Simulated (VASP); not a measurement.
# Si (a cell with a defect) in VASP: relaxation of the atoms with PBE

Aim: the relaxation of the atoms of Si (a cell with a defect) with PBE.

Program: VASP 6.6.1. These are calculated values, not measurements. Logs are shortened: lines on timing, memory, paths and dates and some standing lists are left out, and cuts for length are marked.

### 1 The cell of the first run

The cell holds a defect, 17 atoms: a = 7.679 Å, b = 7.679 Å, c = 7.679 Å, α = 60.00°, β = 60.00°, γ = 60.00°.

### 2 Relaxation of the atoms, PBE

Input file INCAR:

```
ALGO = Normal ; EDIFF = 1E-6
EDIFFG = -0.03 ; ENCUT = 520
GGA = PE ; IBRION = 2
ISIF = 2 ; ISMEAR = 0
LASPH = T ; LCHARG = F
LREAL = Auto ; LWAVE = F
NELM = 80 ; NSW = 80
PREC = Accurate ; SIGMA = 0.05
```

Input file KPOINTS:

```
k-points
0
Gamma
  2 2 2
```

Input file POSCAR:

```
Si
1.0
    0.0000000000      5.4300000000      5.4300000000
    5.4300000000      0.0000000000      5.4300000000
    5.4300000000      5.4300000000      0.0000000000
Si
17
Direct
    0.0000000000      0.0000000000      0.0000000000
    0.1250000000      0.1250000000      0.1250000000
    0.0000000000      0.0000000000      0.5000000000
    0.1250000000      0.1250000000      0.6250000000
    0.0000000000      0.5000000000      0.0000000000
    0.1250000000      0.6250000000      0.1250000000
    0.0000000000      0.5000000000      0.5000000000
    0.1250000000      0.6250000000      0.6250000000
    0.5000000000      0.0000000000      0.0000000000
    0.6250000000      0.1250000000      0.1250000000
    0.5000000000      0.0000000000      0.5000000000
    0.6250000000      0.1250000000      0.6250000000
    0.5000000000      0.5000000000      0.0000000000
    0.6250000000      0.6250000000      0.1250000000
    0.5000000000      0.5000000000      0.5000000000
    0.6250000000      0.6250000000      0.6250000000
    0.8054390300      0.8145188100      0.3220391200
```

Potentials or basis: VASP PAW PBE potentials, release 64 (Si).

Run with:

```sh
$ cat potpaw_PBE.64/Si/POTCAR > POTCAR
$ mpirun -np 1 vasp_std > vasp.out
```

OUTCAR:

```text
EDIFF = 1E-6
   EDIFFG = -0.03
   ENCUT = 520
   GGA = PE
   IBRION = 2
   ISIF = 2
   ISMEAR = 0
   LASPH = T
   LREAL = Auto
   NELM = 80
   NSW = 80
   PREC = Accurate

 ion  position               nearest neighbor table
   1  0.000  0.000  0.000-  17 2.30   4 2.35   6 2.35  10 2.35   2 2.35
   2  0.125  0.125  0.125-   1 2.35   3 2.35   5 2.35   9 2.35
   3  0.000  0.000  0.500-   2 2.35   4 2.35   8 2.35  12 2.35
   4  0.125  0.125  0.625-   1 2.35   3 2.35   7 2.35  11 2.35
   5  0.000  0.500  0.000-   2 2.35   6 2.35   8 2.35  14 2.35
   6  0.125  0.625  0.125-  17 2.31   5 2.35   7 2.35  13 2.35   1 2.35
   7  0.000  0.500  0.500-  17 2.25   6 2.35   8 2.35  16 2.35   4 2.35
   8  0.125  0.625  0.625-   3 2.35   5 2.35   7 2.35  15 2.35
   9  0.500  0.000  0.000-   2 2.35  10 2.35  12 2.35  14 2.35
  10  0.625  0.125  0.125-  17 2.25   9 2.35  11 2.35  13 2.35   1 2.35
  11  0.500  0.000  0.500-  17 2.19  10 2.35  12 2.35  16 2.35   4 2.35
  12  0.625  0.125  0.625-   3 2.35   9 2.35  11 2.35  15 2.35
  13  0.500  0.500  0.000-   6 2.35  10 2.35  14 2.35  16 2.35
  14  0.625  0.625  0.125-   5 2.35   9 2.35  13 2.35  15 2.35
  15  0.500  0.500  0.500-   8 2.35  12 2.35  14 2.35  16 2.35
  16  0.625  0.625  0.625-  17 2.20  11 2.35  13 2.35  15 2.35   7 2.35
  17  0.805  0.815  0.322-  11 2.19  16 2.20   7 2.25  10 2.25   1 2.30   6 2.31

  LATTYP: Found a face centered cubic cell.
 ALAT       =    10.8600000000

  Lattice vectors:

 A1 = (   0.0000000000,   5.4300000000,   5.4300000000)
 A2 = (   5.4300000000,   0.0000000000,   5.4300000000)
 A3 = (   5.4300000000,   5.4300000000,   0.0000000000)

Analysis of symmetry for initial positions (statically):
=====================================================================
 Subroutine PRICEL returns:
 Original cell was already a primitive cell.

 Routine SETGRP: Setting up the symmetry group for a
 face centered cubic supercell.

 Subroutine GETGRP returns: Found  1 space group operations
 (whereof  1 operations were pure point group operations)
 out of a pool of 48 trial point group operations.

The static configuration has the point symmetry C_1 .

Analysis of symmetry for dynamics (positions and initial velocities):
=====================================================================
 Subroutine PRICEL returns:
 Original cell was already a primitive cell.

 Routine SETGRP: Setting up the symmetry group for a
 face centered cubic supercell.

 Subroutine GETGRP returns: Found  1 space group operations
 (whereof  1 operations were pure point group operations)
 out of a pool of 48 trial point group operations.

The dynamic configuration has the point symmetry C_1 .

 Subroutine INISYM returns: Found  1 space group operations
 (whereof  1 operations are pure point group operations),
 and found     1 'primitive' translations
[... 116 lines left out ...]
   POTIM  = 0.5000    time-step for ionic-motion
   TEBEG  =    0.0;   TEEND  =   0.0 temperature during run
   PSTRESS=    0.0 pullay stress
   NELECT =      68.0000    total number of electrons
   NUPDOWN=      -1.0000    fix difference up-down
   EMIN   =  10.00;   EMAX   =-10.00  energy-range for DOS
   EFERMI =   0.00;   METHOD = LEGACY
   ISMEAR =     0;   SIGMA  =   0.05  broadening in eV -4-tet -1-fermi 0-gaus
   EFERMI_NEDOS =   21; number of points for ismear=-14 and -15
   IALGO  =     38    algorithm
   IMIX   =      4    mixing-type and parameters
     AMIX     =   0.40;   BMIX     =  1.00
     AMIX_MAG =   1.60;   BMIX_MAG =  1.00
  volume/ion in A,a.u.               =      18.84       127.11
  Fermi-wavevector in a.u.,A,eV,Ry     =   0.976715  1.845724 12.979587  0.953973
  Thomas-Fermi vector in A             =   2.107356
   LORBIT       =      0    0 simple, 1 ext, 2 COOP (PROOUT), +10 PAW based schemes
   GGA     = PE    functional components
   LHFCALC =     F    Hartree Fock is set to
   AEXX    =    0.0000 exact exchange contribution
   IVDW    =     0    specifies the selected vdW correction
   LEPSILON=     F    determine dielectric tensor
   LRPA    =     F    only Hartree local field effects (RPA)
 conjugate gradient relaxation of ions
 non-spin polarized calculation
 Gauss-broadening in eV      SIGMA  =   0.05
  energy-cutoff  :      520.00
  volume of cell :      320.21
 maximum number of plane-waves:      8646
 NGX is ok and might be reduce to    60
   NGX = 29   NGY = 29   NGZ = 29

--------------------------------------- Ionic step        1  -------------------------------------------

 number of electron      68.0000003 magnetization

 Free energy of the ion-electron system (eV)
  ---------------------------------------------------
  ext. energy  EPLUGINS =         0.00000000
  ---------------------------------------------------
  free energy    TOTEN  =       -86.68839375 eV

  energy without entropy =      -86.67787320  energy(sigma->0) =      -86.68313348

------------------------ aborting loop because EDIFF is reached ----------------------------------------

  FORCE on cell =-STRESS in cart. coord.  units (eV):
  Direction    XX          YY          ZZ          XY          YZ          ZX
  --------------------------------------------------------------------------------------
  -------------------------------------------------------------------------------------
  Total       15.2647710     15.1979809     15.3403915     -4.2937955     -4.2830627     -4.2699781
  in kB       76.3785470     76.0443568     76.7569205    -21.4843617    -21.4306593    -21.3651892
  external PRESSURE =      76.3932748 kB  Pullay stress =       0.0000000 kB
[... 134 lines left out ...]
  FREE ENERGIE OF THE ION-ELECTRON SYSTEM (eV)
  ---------------------------------------------------
  free  energy   TOTEN  =       -87.3994525282 eV

  energy  without entropy=      -87.3924040021  energy(sigma->0) =      -87.39592827

[... ionic steps 4 to 18 ...]

--------------------------------------- Ionic step       19  -------------------------------------------

 number of electron      68.0000000 magnetization

------------------------ aborting loop because EDIFF is reached ----------------------------------------
[... 97 lines left out ...]
--------------------------------------- Ionic step       21  -------------------------------------------

 number of electron      68.0000000 magnetization

 Free energy of the ion-electron system (eV)
  ---------------------------------------------------
  ext. energy  EPLUGINS =         0.00000000
  ---------------------------------------------------
  free energy    TOTEN  =       -87.68391542 eV

  energy without entropy =      -87.67466595  energy(sigma->0) =      -87.67929068

 E-fermi :   6.7250     XC(G=0):  -9.6902

 val. band max:        6.4905409785   @ k =   0.5000   0.5000   0.0000
 cond. band min:       6.7266605144   @ k =   0.5000   0.5000   0.5000
 fundamental gap:      0.2361195359
 Fermi energy:         6.7249573199

 k-point     1 :       0.0000    0.0000    0.0000
  band No.  band energies     occupation
      1      -6.2183      2.00000
      2      -3.9004      2.00000
      3      -3.6334      2.00000
      4      -3.6316      2.00000
      5      -3.3917      2.00000
      6      -2.5321      2.00000
[... 401 lines left out ...]
  FREE ENERGIE OF THE ION-ELECTRON SYSTEM (eV)
  ---------------------------------------------------
  free  energy   TOTEN  =       -87.6839154151 eV

  energy  without entropy=      -87.6746659520  energy(sigma->0) =      -87.67929068

 reached required accuracy - stopping structural energy minimisation
```

OSZICAR:

```text
N       E                     dE             d eps       ncg     rms          rms(c)
DAV:   1     0.192027315638E+03    0.19203E+03   -0.26833E+04   688   0.132E+03
DAV:   2    -0.708979431892E+02   -0.26293E+03   -0.25375E+03   830   0.190E+02
DAV:   3    -0.883316448580E+02   -0.17434E+02   -0.17106E+02   872   0.433E+01
DAV:   4    -0.887661334341E+02   -0.43449E+00   -0.43102E+00   848   0.829E+00
[... 164 lines left out ...]
       N       E                     dE             d eps       ncg     rms          rms(c)
DAV:   1    -0.876838999500E+02   -0.24888E-03   -0.73114E-03   700   0.318E-01    0.410E-02
DAV:   2    -0.876839189229E+02   -0.18973E-04   -0.44646E-04   840   0.859E-02    0.148E-02
DAV:   3    -0.876839161161E+02    0.28069E-05   -0.21806E-05   829   0.192E-02    0.938E-03
DAV:   4    -0.876839154151E+02    0.70093E-06   -0.54835E-06   754   0.834E-03
  21 F= -.87683915E+02 E0= -.87679291E+02  d E =-.264411E-03
```

CONTCAR:

```text
Si
   1.00000000000000
     0.0000000000000000    5.4299999999999997    5.4299999999999997
     5.4299999999999997    0.0000000000000000    5.4299999999999997
     5.4299999999999997    5.4299999999999997    0.0000000000000000
  Si
    17
Direct
     0.0097011684428382    0.0105548641277404    0.9750281047445278
     0.1267622473601914    0.1272776264343363    0.1130574683099003
     0.9809380308046692    0.9815304903266088    0.4819858486782675
     0.1067536660788028    0.1074679825208045    0.6080746128711523
     0.0112226634521487    0.4988159755477158    0.9991859243703178
     0.1481308971857359    0.6159928731911726    0.1167095142696769
[... 9 lines left out ...]
     0.6157131276562529    0.6162626093923087    0.6490297516366285
     0.8138889089782906    0.8140501632760978    0.3142293701931228

  0.00000000E+00  0.00000000E+00  0.00000000E+00
  0.00000000E+00  0.00000000E+00  0.00000000E+00
  0.00000000E+00  0.00000000E+00  0.00000000E+00
  0.00000000E+00  0.00000000E+00  0.00000000E+00
  0.00000000E+00  0.00000000E+00  0.00000000E+00
  0.00000000E+00  0.00000000E+00  0.00000000E+00
[... 9 lines left out ...]
  0.00000000E+00  0.00000000E+00  0.00000000E+00
  0.00000000E+00  0.00000000E+00  0.00000000E+00
```

Wall time 54 min (1 thread of Oxide Virtual Turin-like, shared host); peak memory 0.49 GiB.

Results:

```
Free energy                  : -87.6839 eV
Energy gained by relaxing    : 58.6 meV/atom
Ionic steps                  : 21
Pressure after relaxing      : 4.8 GPa
Largest force after relaxing : 0.024 eV/Å
Band gap on the k mesh       : 0.02 eV
```

Forces on the atoms (eV/Å):
```
Si  -0.010 -0.003 -0.011
Si  -0.007 -0.006 -0.004
Si  -0.003 -0.001  0.001
Si  -0.011 -0.001  0.001
Si   0.000  0.003  0.004
Si   0.007  0.005  0.010
Si  -0.007 -0.007 -0.002
Si  -0.011 -0.002 -0.007
Si   0.004 -0.003  0.008
Si   0.003  0.000  0.008
Si  -0.004 -0.002 -0.006
Si   0.000 -0.014 -0.012
Si   0.001  0.004  0.013
Si   0.000  0.002  0.003
Si   0.009  0.012 -0.004
Si   0.006  0.003 -0.003
Si   0.022  0.011  0.000
```

Step by step:
| step | energy change (eV) | largest force (eV/Å) | pressure (GPa) |
| --- | --- | --- | --- |
| 1 | 0.0000 | 2.7895 | 7.64 |
| 2 | -0.7089 | 0.7685 | 6.29 |
| 3 | -0.7111 | 0.7426 | 6.31 |
| 4 | -0.7990 | 0.4253 | 6.13 |
| 5 | -0.8006 | 0.4287 | 6.11 |
| 6 | -0.8336 | 0.2863 | 6.03 |
| 7 | -0.8415 | 0.2413 | 5.98 |
| 8 | -0.8704 | 0.2090 | 5.91 |
| 9 | -0.9242 | 0.3693 | 5.67 |
| 10 | -0.8949 | 0.8190 | 5.15 |
| 11 | -0.9335 | 0.5350 | 5.50 |
| 12 | -0.9496 | 0.4750 | 5.41 |
| 13 | -0.9816 | 0.2860 | 5.13 |
| 14 | -0.9741 | 0.3065 | 4.56 |
| 15 | -0.9899 | 0.1393 | 4.89 |
| 16 | -0.9931 | 0.0682 | 4.87 |
| 17 | -0.9940 | 0.0717 | 4.85 |
| 18 | -0.9945 | 0.0569 | 4.85 |
| 19 | -0.9952 | 0.0302 | 4.85 |
| 20 | -0.9953 | 0.0320 | 4.84 |
| 21 | -0.9955 | 0.0243 | 4.84 |

Final structure:
```cif
data_structure
_symmetry_space_group_name_H-M 'P 1'
_symmetry_Int_Tables_number 1
_cell_length_a 7.6792
_cell_length_b 7.6792
_cell_length_c 7.6792
_cell_angle_alpha 60.000
_cell_angle_beta 60.000
_cell_angle_gamma 60.000
_cell_volume 320.21
loop_
_atom_site_label
_atom_site_type_symbol
_atom_site_fract_x
_atom_site_fract_y
_atom_site_fract_z
_atom_site_occupancy
Si1 Si 0.00970 0.01055 0.97503 1
Si2 Si 0.12676 0.12728 0.11306 1
Si3 Si 0.98094 0.98153 0.48199 1
Si4 Si 0.10675 0.10747 0.60807 1
Si5 Si 0.01122 0.49882 0.99919 1
Si6 Si 0.14813 0.61599 0.11671 1
Si7 Si 0.00965 0.47449 0.51098 1
Si8 Si 0.12674 0.61263 0.62763 1
Si9 Si 0.49833 0.01167 0.99928 1
Si10 Si 0.61549 0.14865 0.11681 1
Si11 Si 0.47400 0.01025 0.51073 1
Si12 Si 0.61206 0.12724 0.62766 1
Si13 Si 0.51599 0.51657 0.01711 1
Si14 Si 0.64169 0.64217 0.14254 1
Si15 Si 0.49836 0.49889 0.51200 1
Si16 Si 0.61571 0.61626 0.64903 1
Si17 Si 0.81389 0.81405 0.31423 1
```

Caveat: the k points lie up to 0.50 Å⁻¹ apart; the smearing spreads over this small gap; semilocal functionals underestimate gaps, and a narrow one can read as zero.

The gap in the log of VASP goes by the Fermi energy; the results here count the filled bands.